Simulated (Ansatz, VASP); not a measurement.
# Two plane-wave programs on TePb

File INCAR:

```
PREC = Accurate
ENCUT = 500
EDIFF = 1E-6
ISMEAR = -1
SIGMA = 0.05
LREAL = F
LASPH = T
NELM = 120
ALGO = Normal
ISIF = 2
LWAVE = F
LCHARG = F
GGA = PE
NBANDS = 17
GGA_COMPAT = F
```

File KPOINTS:

```
Automatic mesh
0
Gamma
  7 7 7
```

File POSCAR:

```
TePb
1.0
    4.0549547108      0.0000000000      0.0000000000
    0.0000000000      4.0549547108      0.0000000000
    0.0000000000      0.0000000000      4.0549547108
Pb Te
1 1
Direct
    0.0000000000      0.0000000000      0.0000000000
    0.5000000000      0.5000000000      0.5000000000
```

input.yaml

```yaml
crystal:
  lattice:
    - [4.0549547108, 0.0, 0.0]
    - [0.0, 4.0549547108, 0.0]
    - [0.0, 0.0, 4.0549547108]
  atoms:
    - { symbol: Pb, position: [0.0, 0.0, 0.0] }
    - { symbol: Te, position: [0.5, 0.5, 0.5] }
hamiltonian:
  xc: pbe
  pseudopotentials: { kind: paw, azcp: { folder: soft_1 } }
kpoints:
  mp_grid: { grid: [7, 7, 7] }
scf:
  occupations: { method: fermi_dirac, width: 0.05 }
output:
  forces: true
  stress: true
  eigenvalues: true
```

Alike in both runs: task single point; functional PBE; k mesh 7 × 7 × 7; occupations fermi-dirac, width 0.05 eV; no spin polarisation.

|  | VASP | Ansatz |
| --- | --- | --- |
| version | VASP 6.6.1 | Ansatz 0.2.0 |
| potentials or method | VASP PAW PBE potentials, release 64 (Pb_d, Te) | Ansatz PAW soft_1 |
| plane-wave cutoff (eV) | 500 | 420 |
| valence electrons in the cell | 20 | 30 |

Ansatz gave:

- gap on the k mesh at the Fermi level (eV): none
- pressure (GPa): -1.5

Q: What did VASP give for the same quantities?

A: gap on the k mesh at the Fermi level (eV): none; pressure (GPa): -1.6.

A gap of «none» marks a metal or a gap that the smearing closes. VASP's potentials hold 20 valence electrons a cell and Ansatz's 30, so a difference there can come from the potentials and not from the codes.

Spin-orbit coupling is off throughout.
